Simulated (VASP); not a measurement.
# Si3N4 (P6_3/m) in VASP: electric field gradients with PBE

Aim: the electric field gradients of Si3N4 with PBE.

Everything below comes from runs of VASP 6.6.1. Logs are shortened: lines on timing, memory, paths and dates and some standing lists are left out, and cuts for length are marked.

### 1 The cell of the first run

The structure is hexagonal, space group P6_3/m (No. 176). The conventional cell has a = 7.602 Å, b = 7.602 Å, c = 2.906 Å, α = 90.00°, β = 90.00°, γ = 120.00°. Within 2.3 Å of Si (site symmetry m) lie 4 N at 1.73 to 1.74 Å. N (site symmetry m) has 3 Si at 1.74 Å within 2.3 Å. Within 2.3 Å of N (site symmetry -6) lie 3 Si at 1.73 Å.

### 2 Electric field gradients, PBE

The input, INCAR:

```
SYSTEM = Si3N4
PREC = Accurate
ENCUT = 520
EDIFF = 1E-8
ISMEAR = -1
SIGMA = 0.02
LREAL = .FALSE.
LASPH = .TRUE.
NELM = 100
ALGO = Normal
ISIF = 2
LWAVE = .FALSE.
LCHARG = .FALSE.
GGA = PE
LEFG = .TRUE.
ISYM = 0
NBANDS = 45
```

The input, KPOINTS:

```
Automatic mesh
0
G
  4 4 10
  0 0 0
```

The input, POSCAR:

```
Si3N4
1.0
    7.6020000000      0.0000000000      0.0000000000
   -3.8010000000      6.5835251196      0.0000000000
    0.0000000000      0.0000000000      2.9060000000
Si N
6 8
Direct
    0.7684770000      0.1745610000      0.2500000000
    0.5939160000      0.7684770000      0.7500000000
    0.8254390000      0.5939160000      0.2500000000
    0.2315230000      0.8254390000      0.7500000000
    0.4060840000      0.2315230000      0.2500000000
    0.1745610000      0.4060840000      0.7500000000
    0.0305000000      0.3302500000      0.2500000000
    0.7002500000      0.0305000000      0.7500000000
    0.6697500000      0.7002500000      0.2500000000
    0.9695000000      0.6697500000      0.7500000000
    0.2997500000      0.9695000000      0.2500000000
    0.3302500000      0.2997500000      0.7500000000
    0.6666666667      0.3333333333      0.2500000000
    0.3333333333      0.6666666667      0.7500000000
```

Potentials or basis: VASP PAW PBE potentials, release 64 (Si, N).

Command:

```console
> cat potpaw_PBE.64/Si/POTCAR potpaw_PBE.64/N/POTCAR > POTCAR
> mpirun -np 1 vasp_std > vasp.out
```

OUTCAR:

```text
SYSTEM = Si3N4
   PREC = Accurate
   ENCUT = 520
   EDIFF = 1E-8
   ISMEAR = -1
   LREAL = .FALSE.
   LASPH = .TRUE.
   NELM = 100
   ISIF = 2
   GGA = PE
   ISYM = 0

 ion  position               nearest neighbor table
   1  0.768  0.175  0.250-  13 1.73   7 1.74   8 1.74   8 1.74   5 2.99   3 2.99   6 3.05   6 3.05
                             2 3.05   2 3.05
   2  0.594  0.768  0.750-  14 1.73   8 1.74   9 1.74   9 1.74   4 2.99   6 2.99   3 3.05   3 3.05
                             1 3.05   1 3.05
   3  0.825  0.594  0.250-  13 1.73   9 1.74  10 1.74  10 1.74   5 2.99   1 2.99   2 3.05   2 3.05
                             4 3.05   4 3.05
   4  0.232  0.825  0.750-  14 1.73  10 1.74  11 1.74  11 1.74   2 2.99   6 2.99   3 3.05   3 3.05
                             5 3.05   5 3.05
   5  0.406  0.232  0.250-  13 1.73  11 1.74  12 1.74  12 1.74   1 2.99   3 2.99   6 3.05   6 3.05
                             4 3.05   4 3.05
   6  0.175  0.406  0.750-  14 1.73  12 1.74   7 1.74   7 1.74   2 2.99   4 2.99   5 3.05   5 3.05
                             1 3.05   1 3.05
   7  0.031  0.330  0.250-   1 1.74   6 1.74   6 1.74
   8  0.700  0.031  0.750-   2 1.74   1 1.74   1 1.74
   9  0.670  0.700  0.250-   3 1.74   2 1.74   2 1.74
  10  0.969  0.670  0.750-   4 1.74   3 1.74   3 1.74
  11  0.300  0.969  0.250-   5 1.74   4 1.74   4 1.74
  12  0.330  0.300  0.750-   6 1.74   5 1.74   5 1.74
  13  0.667  0.333  0.250-   1 1.73   3 1.73   5 1.73
  14  0.333  0.667  0.750-   4 1.73   6 1.73   2 1.73

IMPORTANT INFORMATION: All symmetrisations will be switched off!
NOSYMM: (Re-)initialisation of all symmetry stuff for point group C_1.

----------------------------------------------------------------------------------------

                                     Primitive cell

  volume of cell :     145.4394

  direct lattice vectors                    reciprocal lattice vectors
     7.602000000  0.000000000  0.000000000     0.131544330  0.075947155  0.000000000
    -3.801000000  6.583525120  0.000000000     0.000000000  0.151894309  0.000000000
     0.000000000  0.000000000  2.906000000     0.000000000  0.000000000  0.344115623

  length of vectors
     7.602000000  7.602000000  2.906000000     0.151894309  0.151894309  0.344115623

  position of ions in fractional coordinates (direct lattice)
     0.768477000  0.174561000  0.250000000
     0.593916000  0.768477000  0.750000000
     0.825439000  0.593916000  0.250000000
     0.231523000  0.825439000  0.750000000
     0.406084000  0.231523000  0.250000000
     0.174561000  0.406084000  0.750000000
     0.030500000  0.330250000  0.250000000
     0.700250000  0.030500000  0.750000000
     0.669750000  0.700250000  0.250000000
[... 1305 lines left out ...]
     -1.37746      5.43430      2.17950         0.021926     -0.001561     -0.000000
      2.20703      1.52424      0.72650         0.012314      0.018207      0.000000
     -0.21651      2.67346      2.17950        -0.009611      0.019770      0.000000
     -1.02342      2.17421      0.72650        -0.017926     -0.044019      0.000000
      5.20737      0.20080      2.17950         0.029159     -0.037532      0.000000
      2.42979      4.61011      0.72650         0.047083      0.006486      0.000000
      4.82442      4.40932      2.17950         0.017926      0.044019     -0.000000
     -1.40637      6.38273      0.72650        -0.029159      0.037531      0.000000
      1.37121      1.97341      2.17950        -0.047084     -0.006486     -0.000000
      3.80100      2.19451      0.72650         0.000000      0.000000     -0.000000
     -0.00000      4.38902      2.17950        -0.000000     -0.000000      0.000000
 -----------------------------------------------------------------------------------
    total drift:                               -0.000000      0.000000     -0.000000

  FREE ENERGIE OF THE ION-ELECTRON SYSTEM (eV)
  ---------------------------------------------------
  free  energy   TOTEN  =      -114.4879532727 eV

  energy  without entropy=     -114.4879532727  energy(sigma->0) =     -114.48795327

 Electric field gradients (V/A^2)
---------------------------------------------------------------------
 ion       V_xx      V_yy      V_zz      V_xy      V_xz      V_yz
---------------------------------------------------------------------
   1      -0.411     4.241    -3.831     7.284     0.000     0.000
   2      -3.230     7.060    -3.831    -5.657     0.000     0.000
   3       9.387    -5.556    -3.831    -1.628    -0.000     0.000
   4      -0.411     4.241    -3.831     7.284     0.000    -0.000
   5      -3.230     7.060    -3.831    -5.657    -0.000     0.000
   6       9.387    -5.556    -3.831    -1.628    -0.000     0.000
   7       2.493   -27.963    25.469    30.248     0.000     0.000
   8     -46.544    21.075    25.469    -1.937    -0.000     0.000
   9       5.847   -31.316    25.469   -28.312    -0.000    -0.000
  10       2.493   -27.963    25.469    30.248     0.000     0.000
  11     -46.544    21.075    25.469    -1.937    -0.000     0.000
  12       5.847   -31.316    25.469   -28.312    -0.000    -0.000
  13      23.078    23.078   -46.156     0.001     0.000    -0.000
  14      23.078    23.078   -46.156     0.001    -0.000    -0.000
---------------------------------------------------------------------

 Electric field gradients after diagonalization (V/A^2)
 (convention: |V_zz| > |V_xx| > |V_yy|)
----------------------------------------------------------------------
 ion       V_xx      V_yy      V_zz     asymmetry (V_yy - V_xx)/ V_zz
----------------------------------------------------------------------
   1      -5.731    -3.831     9.562       0.199
   2      -5.731    -3.831     9.562       0.199
   3      -5.731    -3.831     9.562       0.199
   4      -5.731    -3.831     9.562       0.199
   5      -5.731    -3.831     9.562       0.199
   6      -5.731    -3.831     9.562       0.199
   7      25.469    21.130   -46.600       0.093
   8      25.469    21.131   -46.599       0.093
   9      25.469    21.131   -46.599       0.093
  10      25.469    21.130   -46.600       0.093
  11      25.469    21.131   -46.599       0.093
  12      25.469    21.131   -46.599       0.093
  13      23.079    23.077   -46.156       0.000
  14      23.079    23.077   -46.156       0.000
----------------------------------------------------------------------

           NMR quadrupolar parameters

 Cq : quadrupolar parameter    Cq=e*Q*V_zz/h
 eta: asymmetry parameters     (V_yy - V_xx)/ V_zz
 Q  : nuclear electric quadrupole moment in mb (millibarn)
----------------------------------------------------------------------
 ion       Cq(MHz)       eta       Q (mb)
----------------------------------------------------------------------
   1       0.023       0.199       1.000
   2       0.023       0.199       1.000
   3       0.023       0.199       1.000
   4       0.023       0.199       1.000
   5       0.023       0.199       1.000
   6       0.023       0.199       1.000
   7      -0.113       0.093       1.000
   8      -0.113       0.093       1.000
   9      -0.113       0.093       1.000
  10      -0.113       0.093       1.000
  11      -0.113       0.093       1.000
  12      -0.113       0.093       1.000
  13      -0.112       0.000       1.000
  14      -0.112       0.000       1.000
----------------------------------------------------------------------
```

Run time: 16 min. Hardware: 1 thread of Oxide Virtual Turin-like, shared host; peak memory 0.49 GiB.

Results:

```yaml
Free_energy: -114.4880 eV
Pressure: 5.5 GPa
Largest_force: 0.048 eV/Å
Band_gap_on_the_k_mesh: 4.32 eV (least direct gap 4.52 eV)
Largest_electric_field_gradient_by_atom: Si +9.6; N -46.6, -46.2 (each value once) V/Å²
```

Forces in eV/Å, atoms in the order of the input:
```
Si  -0.022  0.002  0.000
Si  -0.012 -0.018  0.000
Si   0.010 -0.020  0.000
Si   0.022 -0.002  0.000
Si   0.012  0.018  0.000
Si  -0.010  0.020  0.000
N   -0.018 -0.044  0.000
N    0.029 -0.038  0.000
N    0.047  0.006  0.000
N    0.018  0.044  0.000
N   -0.029  0.038  0.000
N   -0.047 -0.006  0.000
N    0.000  0.000  0.000
N    0.000  0.000  0.000
```

Electric field gradients, principal values (V/Å²):
```tsv
atom	least	middle	greatest (by size)
1 Si	-3.831	-5.731	9.562
2 Si	-3.831	-5.731	9.562
3 Si	-3.831	-5.731	9.562
4 Si	-3.831	-5.731	9.562
5 Si	-3.831	-5.731	9.562
6 Si	-3.831	-5.731	9.562
7 N	21.130	25.469	-46.600
8 N	21.131	25.469	-46.599
9 N	21.131	25.469	-46.599
10 N	21.130	25.469	-46.600
11 N	21.131	25.469	-46.599
12 N	21.131	25.469	-46.599
13 N	23.077	23.079	-46.156
14 N	23.077	23.079	-46.156
```

Caveat: the cell stands under pressure; without QUAD_EFG the Cq values of the log hold for a quadrupole moment of 1 mb, not for the nuclei.
